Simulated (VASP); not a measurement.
Here is a VASP 6.6.1 calculation.

Contents of INCAR:

```
SYSTEM = Pd
  PREC = Accurate
  ENCUT = 520
  EDIFF = 1E-6
  ISMEAR = -1
  SIGMA = 0.1
  LREAL = .False.
  LASPH = .True.
  NELM = 100
  ALGO = Normal
  ISIF = 2
  LWAVE = .False.
  LCHARG = .False.
  NBANDS = 11
```

KPOINTS

```
Automatic mesh
0
Gamma
  20 20 20
  0 0 0
```

POSCAR

```
Pd
1.0
    0.0000000000      1.9211411165      1.9211411165
    1.9211411165      0.0000000000      1.9211411165
    1.9211411165      1.9211411165      0.0000000000
Pd
1
Direct
    0.0000000000      0.0000000000      0.0000000000
```

Potentials or basis: VASP PAW LDA potentials, release 64 (Pd).

Command:

```bash
$ cat potpaw_LDA.64/Pd/POTCAR > POTCAR
$ mpirun -np 1 vasp_std > vasp.out
```

(1) Estimate the band gap on the k mesh.

(2) Predict the pressure.

Results:

(1) zero (band 5 reaches 10.60 eV, above the bottom of band 6 at 8.89 eV).

(2) 0.1 GPa.
